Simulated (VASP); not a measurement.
Here is a VASP 6.6.1 calculation.

File INCAR:

```
PREC = Accurate ; ENCUT = 520
EDIFF = 1E-6 ; ISMEAR = 0
SIGMA = 0.1 ; LREAL = False
LASPH = True ; NELM = 80
ALGO = Normal ; ISIF = 2
LWAVE = False ; LCHARG = False
GGA = PE ; NBANDS = 24
```

KPOINTS

```
regular mesh
0
Gamma
  12 12 12
```

POSCAR

```
TaWC2
1.0
    2.4985142447     -2.9379005371      0.0000000000
    2.4985142447      2.9379005371      0.0000000000
    0.0000000000      0.0000000000      3.8770080064
Ta W C
1 1 2
Direct
    0.5000000000      0.5000000000      0.5000000000
    0.0000000000      0.0000000000      0.5000000000
    0.8477643933      0.8477643933      0.0000000000
    0.1522356067      0.1522356067      0.0000000000
```

Potentials or basis: VASP PAW PBE potentials, release 64 (Ta_pv, W_sv, C).

Command:

```console
$ cat potpaw_PBE.64/Ta_pv/POTCAR potpaw_PBE.64/W_sv/POTCAR potpaw_PBE.64/C/POTCAR > POTCAR
$ mpirun -np 1 vasp_std > vasp.out
```

Problem. What does it give for the pressure?

Solution. 0.5 GPa.

Problem. Estimate the largest force.

Solution. 0.069 eV/Å.

Problem. Estimate the band gap on the k mesh.

Solution. Zero (an odd number of electrons rules out a gap without spin polarisation).

Stress tensor (GPa, compression positive):
```
0.99 0.00 0.00
0.00 0.03 0.00
0.00 0.00 0.63
```

Caveat: spin-orbit coupling is left out, which moves the levels of the heavy elements; an odd number of electrons without spin polarisation forces a metal; a magnetic or distorted state may lie lower.
